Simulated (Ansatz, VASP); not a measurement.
# Two plane-wave programs on BeS

File POSCAR:

```
BeS
1.0
    0.0000000000      2.4343062282      2.4343062282
    2.4343062282      0.0000000000      2.4343062282
    2.4343062282      2.4343062282      0.0000000000
Be S
1 1
Direct
    0.0000000000      0.0000000000      0.0000000000
    0.2500000000      0.2500000000      0.2500000000
```

The input INCAR.step1:

```
ALGO = Normal ; EDIFF = 1E-5
ENCUT = 520 ; GGA = PE
ISIF = 2 ; ISMEAR = 0
LASPH = True ; LCHARG = False
LREAL = False ; LWAVE = True
NBANDS = 11 ; NELM = 100
PREC = Accurate ; SIGMA = 0.01
```

INCAR.step2

```
ALGO = Normal ; EDIFF = 1E-6
ENCUT = 520 ; GGA = PE
HFSCREEN = 0.2079 ; ISIF = 2
ISMEAR = 0 ; ISTART = 1
LASPH = True ; LCHARG = False
LHFCALC = True ; LREAL = False
LWAVE = False ; NBANDS = 11
NELM = 100 ; PREC = Accurate
PRECFOCK = Normal ; SIGMA = 0.01
```

Contents of KPOINTS:

```
k-points
0
Gamma
  6 6 6
```

Input for Ansatz:

```yaml
crystal:
  lattice:
    - [0.0, 2.4343062282, 2.4343062282]
    - [2.4343062282, 0.0, 2.4343062282]
    - [2.4343062282, 2.4343062282, 0.0]
  atoms:
    - { symbol: Be, position: [0.0, 0.0, 0.0] }
    - { symbol: S, position: [0.25, 0.25, 0.25] }
kpoints:
  mp_grid: { grid: [6, 6, 6] }
  band_path:
    path:
      - [0.0, 0.0, 0.0]
      - [-0.5, -0.5, 0.0]
      - [-0.375, -0.375, 0.25]
      - [-0.375, 0.0, 0.375]
      - [0.0, 0.0, 0.5]
      - [-0.5, -0.25, 0.25]
      - [0.0, 0.5, 0.5]
      - [-0.0375, 0.0, 0.0375]
    npoints: 1
hamiltonian:
  xc: hse06
scf:
  occupations: { method: fixed }
  n_extra_bands: 4
output:
  forces: true
  stress: true
  eigenvalues: true
```

Alike in both runs: task single point; functional HSE06; k mesh 6 × 6 × 6; no spin polarisation.

|  | VASP | Ansatz |
| --- | --- | --- |
| version | VASP 6.6.1 | Ansatz 0.2.0 |
| potentials or method | VASP PAW PBE potentials, release 64 (Be, S) | plane waves, PAW |
| plane-wave cutoff (eV) | 520 | 420 |
| occupations | gaussian, width 0.01 eV | fixed |
| valence electrons in the cell | 8 | 8 |

Ansatz gave:

| Property | Result |
| --- | --- |
| gap on the k mesh at the Fermi level (eV) | 4.09 |
| pressure (GPa) | -0.9 |

Q: Estimate VASP's values.

A: gap on the k mesh at the Fermi level (eV): 4.08; pressure (GPa): -1.1.

Ansatz's warnings: stress exchange threshold loose, stress scf threshold loose.
